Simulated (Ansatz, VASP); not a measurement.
# Mo in VASP and in Ansatz

File INCAR:

```
  PREC = Accurate
  ENCUT = 520
  EDIFF = 1E-6
  ISMEAR = 0
  SIGMA = 0.15
  LREAL = False
  LASPH = True
  NELM = 100
  ALGO = Fast
  ISIF = 2
  LWAVE = False
  LCHARG = True
  GGA = PS
  LELF = True
  LVHAR = True
  NBANDS = 13
```

File KPOINTS:

```
regular mesh
0
Gamma
  20 20 20
```

File POSCAR:

```
Mo
1.0
    0.0000000000      1.8538000000      1.9344000000
    1.8538000000      0.0000000000      1.9344000000
    1.8538000000      1.8538000000      0.0000000000
Mo
1
Direct
    0.0000000000      0.0000000000      0.0000000000
```

Input for Ansatz:

```yaml
crystal:
  lattice:
    - [0.0, 1.8538, 1.9344]
    - [1.8538, 0.0, 1.9344]
    - [1.8538, 1.8538, 0.0]
  atoms:
    - { symbol: Mo, position: [0.0, 0.0, 0.0] }
basis:
  ecutwfc: 420
kpoints:
  mp_grid: { grid: [20, 20, 20] }
hamiltonian:
  xc: pbesol
scf:
  occupations: { method: gaussian, width: 0.15 }
output:
  forces: true
  stress: true
  eigenvalues: true
```

Change from the starting cell: strain -0.080 along x and y, -0.040 along z, atoms carried along.

Alike in both runs: task single point; functional PBEsol; k mesh 20 × 20 × 20; occupations gaussian, width 0.15 eV; no spin polarisation.

|  | VASP | Ansatz |
| --- | --- | --- |
| version | VASP 6.6.1 | Ansatz 0.2.0 |
| potentials or method | VASP PAW PBE potentials, release 64 (Mo_sv), cutoff 520 eV | scalar-relativistic, plane waves, PAW |
| valence electrons in the cell | 14 | 14 |

```tsv
	VASP	Ansatz	Ansatz less VASP
gap on the k mesh at the Fermi level (eV)	none	none	-
pressure (GPa)	55.5	54.5	-1.06
traceless stress, the component that is largest in VASP (GPa)	4.28	4.31	+0.029
```

VASP's potentials were made for PBE, not for PBEsol. A gap of «none» marks a metal or a gap that the smearing closes. Both programs put the cell under a high pressure, so it lies far from rest at this level.
